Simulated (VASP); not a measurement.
Input of a VASP 6.6.1 run:

INCAR

```
  PREC = Accurate
  ENCUT = 520
  EDIFF = 1E-8
  ISMEAR = 0
  SIGMA = 0.01
  LREAL = F
  LASPH = T
  NELM = 100
  ALGO = Normal
  ISIF = 2
  LWAVE = F
  LCHARG = F
  GGA = CA
  NBANDS = 11
  IBRION = 8
  NSW = 1
  LEPSILON = T
```

Contents of KPOINTS:

```
regular mesh
0
Gamma
  10 10 10
```

Contents of POSCAR:

```
Si
1.0
    0.0000000000      2.7009735042      2.6874686367
    2.7009735042      0.0000000000      2.6874686367
    2.7009735042      2.7009735042      0.0000000000
Si
2
Direct
    0.0000000000      0.0000000000      0.0000000000
    0.2500000000      0.2500000000      0.2500000000
```

Potentials or basis: VASP PAW LDA potentials, release 64 (Si).

The run is started by

```sh
$ cat potpaw_LDA.64/Si/POTCAR > POTCAR
$ mpirun -np 1 vasp_std > vasp.out
```

(1) What does it give for the electronic dielectric tensor (diagonal)?

(2) Predict the Born charges (mean of the diagonal).

(3) Predict the highest phonon frequency at Γ.

Answers

(1) 13.73, 13.73, 13.65.

(2) Si +0.00 e.

(3) 516 cm⁻¹.
